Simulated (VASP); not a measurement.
Here is a VASP 6.6.1 calculation.

The input INCAR:

```
  ALGO = Normal
  EDIFF = 1E-8
  ENCUT = 520
  GGA = PS
  IBRION = 8
  ISIF = 2
  ISMEAR = -1
  LASPH = T
  LCHARG = F
  LREAL = F
  LWAVE = F
  NBANDS = 18
  NELM = 60
  NSW = 1
  PREC = Accurate
  SIGMA = 0.15
```

The input KPOINTS:

```
k-points
0
Gamma
  16 16 6
```

POSCAR

```
Al3Cu
1.0
    2.7675228059      0.0000000000      0.0000000000
    0.0000000000      2.7675228059      0.0000000000
    0.0000000000      0.0000000000      7.5176145816
Al Cu
3 1
Direct
    0.0000000000      0.0000000000      0.5000000000
    0.5000000000      0.5000000000      0.2222691422
    0.5000000000      0.5000000000      0.7777308578
    0.0000000000      0.0000000000      0.0000000000
```

Potentials or basis: VASP PAW PBE potentials, release 64 (Al, Cu).

Command:

```sh
$ cat potpaw_PBE.64/Al/POTCAR potpaw_PBE.64/Cu/POTCAR > POTCAR
$ mpirun -np 1 vasp_std > vasp.out
```

(1) Predict the highest phonon frequency at Γ.

Results:

(1) 308 cm⁻¹.

Caveat: the cell stands under pressure or tension, which shifts response properties.
